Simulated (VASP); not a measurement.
# SiNi (NiAs type) (P6_3/mmc) in VASP: single point with PBE

Aim: the single point of SiNi (NiAs type) with PBE.

All numbers are computed with VASP 6.6.1; they aren't measurements. Logs are shortened: lines on timing, memory, paths and dates and some standing lists are left out, and cuts for length are marked.

### 1 The cell of the first run

It takes space group P6_3/mmc (No. 194, hexagonal). The conventional cell has a = 3.510 Å, b = 3.510 Å, c = 4.822 Å, α = 90.00°, β = 90.00°, γ = 120.00°. Ni (site symmetry -3m) has 6 Si at 2.36 Å and 2 Ni at 2.41 Å within 3.1 Å. Si (site symmetry -6m2) has 6 Ni at 2.36 Å within 3.1 Å.

### 2 Single point, PBE

File INCAR:

```
SYSTEM = SiNi
ALGO = Normal
EDIFF = 1E-6
ENCUT = 520
GGA = PE
ISIF = 2
ISMEAR = -1
LASPH = .True.
LCHARG = .True.
LELF = .True.
LREAL = .False.
LVHAR = .True.
LWAVE = .False.
NBANDS = 22
NELM = 60
PREC = Accurate
SIGMA = 0.1
```

File KPOINTS:

```
k-points
0
Gamma
  11 11 6
  0 0 0
```

File POSCAR:

```
SiNi
1.0
    3.5100687287      0.0000000000      0.0000000000
   -1.7550343643      3.0398086881      0.0000000000
    0.0000000000      0.0000000000      4.8221833284
Ni Si
2 2
Direct
    0.0000000000      0.0000000000      0.0000000000
    0.0000000000      0.0000000000      0.5000000000
    0.3333333333      0.6666666667      0.2500000000
    0.6666666667      0.3333333333      0.7500000000
```

Potentials or basis: VASP PAW PBE potentials, release 64 (Ni, Si).

Started as:

```console
> cat potpaw_PBE.64/Ni/POTCAR potpaw_PBE.64/Si/POTCAR > POTCAR
> mpirun -np 1 vasp_std > vasp.out
```

OUTCAR:

```text
SYSTEM = SiNi
   EDIFF = 1E-6
   ENCUT = 520
   GGA = PE
   ISIF = 2
   ISMEAR = -1
   LASPH = .True.
   LREAL = .False.
   NELM = 60
   PREC = Accurate

 ion  position               nearest neighbor table
   1  0.000  0.000  0.000-   3 2.36   4 2.36   3 2.36   4 2.36   4 2.36   3 2.36   2 2.41   2 2.41

   2  0.000  0.000  0.500-   3 2.36   4 2.36   3 2.36   4 2.36   4 2.36   3 2.36   1 2.41   1 2.41

   3  0.333  0.667  0.250-   1 2.36   2 2.36   1 2.36   2 2.36   1 2.36   2 2.36
   4  0.667  0.333  0.750-   1 2.36   2 2.36   1 2.36   2 2.36   1 2.36   2 2.36

  LATTYP: Found a hexagonal cell.
 ALAT       =     3.5100687287
 C/A-ratio  =     1.3738145037

  Lattice vectors:

 A1 = (   3.5100687287,   0.0000000000,   0.0000000000)
 A2 = (  -1.7550343643,   3.0398086881,   0.0000000000)
 A3 = (   0.0000000000,   0.0000000000,   4.8221833284)

Analysis of symmetry for initial positions (statically):
=====================================================================
 Subroutine PRICEL returns:
 Original cell was already a primitive cell.

 Routine SETGRP: Setting up the symmetry group for a
 hexagonal supercell.

 Subroutine GETGRP returns: Found 24 space group operations
 (whereof 12 operations were pure point group operations)
 out of a pool of 24 trial point group operations.

The static configuration has the point symmetry D_3d.
 The point group associated with its full space group is D_6h.

Analysis of symmetry for dynamics (positions and initial velocities):
=====================================================================
 Subroutine PRICEL returns:
 Original cell was already a primitive cell.

 Routine SETGRP: Setting up the symmetry group for a
 hexagonal supercell.

 Subroutine GETGRP returns: Found 24 space group operations
 (whereof 12 operations were pure point group operations)
 out of a pool of 24 trial point group operations.

The dynamic configuration has the point symmetry D_3d.
 The point group associated with its full space group is D_6h.

 Subroutine INISYM returns: Found 24 space group operations
 (whereof 12 operations are pure point group operations),
 and found     1 'primitive' translations

----------------------------------------------------------------------------------------

                                     Primitive cell

  volume of cell :      51.4524

  direct lattice vectors                    reciprocal lattice vectors
     3.510068729  0.000000000  0.000000000     0.284894706  0.164484035  0.000000000
    -1.755034364  3.039808688  0.000000000     0.000000000  0.328968071  0.000000000
     0.000000000  0.000000000  4.822183328     0.000000000  0.000000000  0.207374944

  length of vectors
     3.510068729  3.510068729  4.822183328     0.328968071  0.328968071  0.207374944

  position of ions in fractional coordinates (direct lattice)
     0.000000000  0.000000000  0.000000000
     0.000000000  0.000000000  0.500000000
     0.333333333  0.666666667  0.250000000
     0.666666667  0.333333333  0.750000000

  ion indices of the primitive-cell ions
   primitive index   ion index
                 1           1
                 2           2
                 3           3
                 4           4

----------------------------------------------------------------------------------------

 KPOINTS: k-points

Automatic generation of k-mesh.
 Grid dimensions read from file:
 generate k-points for:   11   11    6

 Generating k-lattice:

  Cartesian coordinates                     Fractional coordinates (reciprocal lattice)
     0.025899519  0.014953094  0.000000000     0.090909091 -0.000000000  0.000000000
     0.000000000  0.029906188  0.000000000     0.000000000  0.090909091  0.000000000
     0.000000000  0.000000000  0.034562491     0.000000000  0.000000000  0.166666667

  Length of vectors
     0.029906188  0.029906188  0.034562491

  Shift w.r.t. Gamma in fractional coordinates (k-lattice)
     0.000000000  0.000000000  0.000000000

 Subroutine IBZKPT returns following result:
 ===========================================

 Found     64 irreducible k-points:

 Following reciprocal coordinates:
            Coordinates               Weight
  0.000000  0.000000  0.000000      1.000000
  0.090909  0.000000  0.000000      6.000000
  0.181818 -0.000000  0.000000      6.000000
  0.272727 -0.000000  0.000000      6.000000
  0.363636  0.000000  0.000000      6.000000
  0.454545  0.000000  0.000000      6.000000
[... 16 lines left out ...]
  0.090909  0.090909  0.166667     12.000000
  0.181818  0.090909  0.166667     24.000000
 [... further k-points ...]
   k-points           NKPTS =     64   k-points in BZ     NKDIM =     64   number of bands    NBANDS=     22
   number of dos      NEDOS =    301   number of ions     NIONS =      4
   total plane-waves  NPLWV =  28224
   dimension x,y,z NGX =    28 NGY =   28 NGZ =   36
   dimension x,y,z NGXF=    56 NGYF=   56 NGZF=   72
   ions per type =               2   2
   NGX,Y,Z   is equivalent  to a cutoff of  13.26, 13.26, 12.41 a.u.
   NGXF,Y,Z  is equivalent  to a cutoff of  26.52, 26.52, 24.82 a.u.
 SYSTEM =  SiNi
   PREC   = accura    normal or accurate (medium, high low for compatibility)
   ISTART =      0    job   : 0-new  1-cont  2-samecut
   ICHARG =      2    charge: 1-file 2-atom 10-const
   ISPIN  =      1    spin polarized calculation?
   LNONCOLLINEAR =      F non collinear calculations
   LSORBIT =      F    spin-orbit coupling
   LASPH  =      T    aspherical Exc in radial PAW
   ENCUT  =  520.0 eV  38.22 Ry    6.18 a.u.   6.53  6.53  8.97*2*pi/ulx,y,z
   NELM   =     60;   NELMIN=  2; NELMDL= -5     # of ELM steps
   EDIFF  = 0.1E-05   stopping-criterion for ELM
   LREAL  =      F    real-space projection
   EDIFFG = 0.1E-04   stopping-criterion for IOM
   NSW    =      0    number of steps for IOM
   IBRION =     -1    ionic relax: 0-MD 1-quasi-New 2-CG
   NFREE  =      0    steps in history (QN), initial steepest desc. (CG)
   ISIF   =      2    stress and relaxation
   ISYM   =      2    0-nonsym 1-usesym 2-fastsym
   POTIM  = 0.5000    time-step for ionic-motion
   TEBEG  =    0.0;   TEEND  =   0.0 temperature during run
   PSTRESS=    0.0 pullay stress
   NELECT =      28.0000    total number of electrons
   NUPDOWN=      -1.0000    fix difference up-down
   EMIN   =  10.00;   EMAX   =-10.00  energy-range for DOS
   EFERMI =   0.00;   METHOD = LEGACY
   ISMEAR =    -1;   SIGMA  =   0.10  broadening in eV -4-tet -1-fermi 0-gaus
   EFERMI_NEDOS =   21; number of points for ismear=-14 and -15
   IALGO  =     38    algorithm
   IMIX   =      4    mixing-type and parameters
     AMIX     =   0.40;   BMIX     =  1.00
     AMIX_MAG =   1.60;   BMIX_MAG =  1.00
  volume/ion in A,a.u.               =      12.86        86.80
  Fermi-wavevector in a.u.,A,eV,Ry     =   1.336572  2.525755 24.305778  1.786424
  Thomas-Fermi vector in A             =   2.465188
   LORBIT       =      0    0 simple, 1 ext, 2 COOP (PROOUT), +10 PAW based schemes
   GGA     = PE    functional components
   LHFCALC =     F    Hartree Fock is set to
   AEXX    =    0.0000 exact exchange contribution
   IVDW    =     0    specifies the selected vdW correction
   LEPSILON=     F    determine dielectric tensor
   LRPA    =     F    only Hartree local field effects (RPA)
 non-spin polarized calculation
  energy-cutoff  :      520.00
  volume of cell :       51.45
 maximum number of plane-waves:      1422
 NGX is ok and might be reduce to    28
   NGX = 13   NGY = 13   NGZ = 17

 number of electron      28.0000006 magnetization

 Free energy of the ion-electron system (eV)
  ---------------------------------------------------
  ext. energy  EPLUGINS =         0.00000000
  ---------------------------------------------------
  free energy    TOTEN  =       -23.43655292 eV

  energy without entropy =      -23.37456268  energy(sigma->0) =      -23.40555780

 E-fermi :   9.3174     XC(G=0): -11.8735

 val. band max:        9.2766945666   @ k =   0.2727  -0.0000   0.0000
 cond. band min:       9.3209712766   @ k =   0.1818  -0.0000   0.0000
 fundamental gap:      0.0442767101
 Fermi energy:         9.3173979972

 k-point     1 :       0.0000    0.0000    0.0000
  band No.  band energies     occupation
      1      -2.7992      2.00000
      2       2.7293      2.00000
      3       3.2952      2.00000
      4       5.2875      2.00000
      5       5.2875      2.00000
      6       5.5550      2.00000
[... 14 lines left out ...]
     21      17.1921      0.00000
     22      18.9323      0.00000

 k-point     2 :       0.0909    0.0000    0.0000
  band No.  band energies     occupation
      1      -2.6683      2.00000
      2       2.7225      2.00000
      3       3.4245      2.00000
      4       5.3082      2.00000
      5       5.3282      2.00000
      6       5.5403      2.00000
[... 14 lines left out ...]
     21      17.4293      0.00000
     22      18.7980      0.00000

 k-point     3 :       0.1818   -0.0000    0.0000
  band No.  band energies     occupation
      1      -2.2792      2.00000
      2       2.6873      2.00000
      3       3.8049      2.00000
      4       5.3192      2.00000
      5       5.3531      2.00000
      6       5.5080      2.00000
[... 14 lines left out ...]
     21      17.8144      0.00000
     22      17.9017      0.00000

 k-point     4 :       0.2727   -0.0000    0.0000
  band No.  band energies     occupation
      1      -1.6431      2.00000
      2       2.5653      2.00000
      3       4.4052      2.00000
      4       4.8412      2.00000
      5       5.3822      2.00000
      6       5.5193      2.00000
[... 14 lines left out ...]
     21      17.4775      0.00000
     22      17.6772      0.00000

 k-point     5 :       0.3636    0.0000    0.0000
  band No.  band energies     occupation
      1      -0.7836      2.00000
      2       2.1886      2.00000
      3       4.1006      2.00000
      4       5.1171      2.00000
      5       5.3779      2.00000
      6       5.5071      2.00000
[... 14 lines left out ...]
     21      16.7887      0.00000
     22      17.8318      0.00000

 k-point     6 :       0.4545    0.0000    0.0000
  band No.  band energies     occupation
      1       0.2448      2.00000
      2       1.3524      2.00000
      3       3.6781      2.00000
      4       5.3636      2.00000
      5       5.4954      2.00000
      6       5.5847      2.00000
[... 14 lines left out ...]
     21      16.4346      0.00000
     22      17.9590      0.00000

 k-point     7 :       0.0909    0.0909    0.0000
  band No.  band energies     occupation
      1      -2.4084      2.00000
      2       2.7026      2.00000
      3       3.6796      2.00000
      4       5.3325      2.00000
      5       5.3751      2.00000
      6       5.4980      2.00000
[... 324 lines left out ...]
      6       5.7131      2.00000
[... 14 lines left out ...]
     21      17.5678      0.00000
     22      18.5552      0.00000

 k-point    21 :       0.3636    0.0000    0.1667
  band No.  band energies     occupation
      1      -0.6279      2.00000
      2       2.0094      2.00000
      3       3.8786      2.00000
      4       4.9510      2.00000
      5       5.4577      2.00000
      6       5.6560      2.00000
[... 14 lines left out ...]
     21      17.4799      0.00000
     22      18.6142      0.00000

 k-point    22 :       0.4545    0.0000    0.1667
  band No.  band energies     occupation
      1       0.3774      2.00000
      2       1.4236      2.00000
      3       3.5195      2.00000
      4       5.0622      2.00000
      5       5.4426      2.00000
      6       5.5724      2.00000
[... 14 lines left out ...]
     21      17.3973      0.00000
     22      18.7734      0.00000

 k-point    23 :       0.0909    0.0909    0.1667
  band No.  band energies     occupation
      1      -2.2355      2.00000
      2       1.5974      2.00000
      3       4.5565      2.00000
      4       5.4159      2.00000
      5       5.6092      2.00000
      6       5.6302      2.00000
[... 14 lines left out ...]
     21      17.4749      0.00000
     22      18.3170      0.00000

 k-point    24 :       0.1818    0.0909    0.1667
  band No.  band energies     occupation
      1      -1.7269      2.00000
      2       1.8609      2.00000
      3       4.4676      2.00000
      4       5.3953      2.00000
      5       5.4266      2.00000
      6       5.6683      2.00000
[... 14 lines left out ...]
     21      17.6152      0.00000
     22      18.1055      0.00000

 [... further k-points ...]
[... 5 lines left out ...]
  --------------------------------------------------------------------------------------
  -------------------------------------------------------------------------------------
  Total       -0.0413095     -0.0413095      0.0479873     -0.0000000     -0.0000000      0.0000000
  in kB       -1.2863382     -1.2863382      1.4942772     -0.0000000     -0.0000000      0.0000000
  external PRESSURE =      -0.3594664 kB  Pullay stress =       0.0000000 kB

 VOLUME and BASIS-vectors are now :
 -----------------------------------------------------------------------------
  energy-cutoff  :      520.00
  volume of cell :       51.45
      direct lattice vectors                 reciprocal lattice vectors
     3.510068729  0.000000000  0.000000000     0.284894706  0.164484035  0.000000000
    -1.755034364  3.039808688  0.000000000     0.000000000  0.328968071  0.000000000
     0.000000000  0.000000000  4.822183328     0.000000000  0.000000000  0.207374944

 POSITION                                       TOTAL-FORCE (eV/Angst)
 -----------------------------------------------------------------------------------
      0.00000      0.00000      0.00000         0.000000      0.000000      0.000000
      0.00000      0.00000      2.41109        -0.000000      0.000000      0.000000
     -0.00000      2.02654      1.20555         0.000000     -0.000000     -0.000000
      1.75503      1.01327      3.61664        -0.000000      0.000000      0.000000
 -----------------------------------------------------------------------------------
    total drift:                               -0.000000      0.000000      0.000000

  FREE ENERGIE OF THE ION-ELECTRON SYSTEM (eV)
  ---------------------------------------------------
  free  energy   TOTEN  =       -23.4365529173 eV

  energy  without entropy=      -23.3745626782  energy(sigma->0) =      -23.40555780
```

It took 37 s on 1 thread of AMD EPYC 9R45 (Zen 5), shared host; peak memory 0.18 GiB.

What came out:

* Free energy: -23.4366 eV
* Pressure: 0.0 GPa
* Band gap on the k mesh: zero (band 14 reaches 12.79 eV, above the bottom of band 15 at 7.88 eV)

Levels at points of the mesh, in eV from the Fermi level:
| k point | band 11 | band 12 | band 13 | band 14 | band 15 | band 16 | band 17 | band 18 |
| --- | --- | --- | --- | --- | --- | --- | --- | --- |
| (0.00, 0.00, 0.00) | -1.47 | -1.47 | 0.33 | 2.37 | 2.37 | 4.64 | 4.64 | 5.20 |
| (0.00, 0.00, 0.50) | -2.43 | -2.43 | 2.28 | 2.28 | 4.25 | 4.25 | 4.25 | 4.25 |

Spin polarisation is off, so any magnetic state and its effect on volume and gap are missing.
